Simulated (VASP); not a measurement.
## Ag: relaxation of cell and atoms with LDA

Crystal: Ag.

```xyz
1
Lattice="0.0000 2.0427 2.0427 2.0427 0.0000 2.0427 2.0427 2.0427 0.0000" Properties=species:S:1:pos:R:3 pbc="T T T"
Ag    0.0000    0.0000    0.0000
```

| Item | Value |
| --- | --- |
| Program | VASP 6.6.1 |
| Task | relaxation of cell and atoms |
| Functional | LDA |
| Potentials or basis | VASP PAW LDA potentials, release 64 (Ag) |
| Cutoff | 500 eV |
| k mesh | 7 × 7 × 7 |
| Occupations | gaussian, width 0.05 eV |
| Spin | no spin polarisation |
| Dipole correction | no |
| Further INCAR settings | ALGO = Normal; EDIFF = 1e-07; IBRION = 2; EDIFFG = -0.02; NSW = 80; ISIF = 3 |

```json
{"Relaxed volume": "15.99 Å³/atom", "Relaxed cell": "a = 2.828 Å, b = 2.828 Å, c = 2.828 Å, α = 60.00°, β = 60.00°, γ = 60.00°", "Space group after relaxing (to 0.05 Å)": "Fm-3m (No. 225)", "Energy gained by relaxing": "26.7 meV/atom", "Ionic steps": "3", "Pressure after relaxing": "-0.1 GPa"}
```

Step by step:
```
step  energy change (eV)  largest force (eV/Å)  pressure (GPa)  volume (Å³)
   1              0.0000                0.0000           -7.49        17.05
   2             -0.0055                0.0000            8.68        15.16
   3             -0.0267                0.0000           -0.07        15.99
```

Final structure:
```
Ag
1.0
     0.00000    1.99976    1.99976
     1.99976    0.00000    1.99976
     1.99976    1.99976    0.00000
Ag
1
Cartesian
  0.0000 0.0000 0.0000
```

Levels at points of the mesh, in eV from the Fermi level:
```tsv
k point	band 2	band 3	band 4	band 5	band 6	band 7	band 8	band 9
(0.00, 0.00, 0.00)	-5.31	-5.31	-5.31	-4.13	-4.13	15.85	19.73	19.73
```

It used 16 s of CPU time on 1 thread of AMD EPYC 7R13 Processor (Zen 3), on a shared host.

Caveat: the k points lie up to 0.39 Å⁻¹ apart in the final cell. LDA usually gives volumes a few per cent too small.
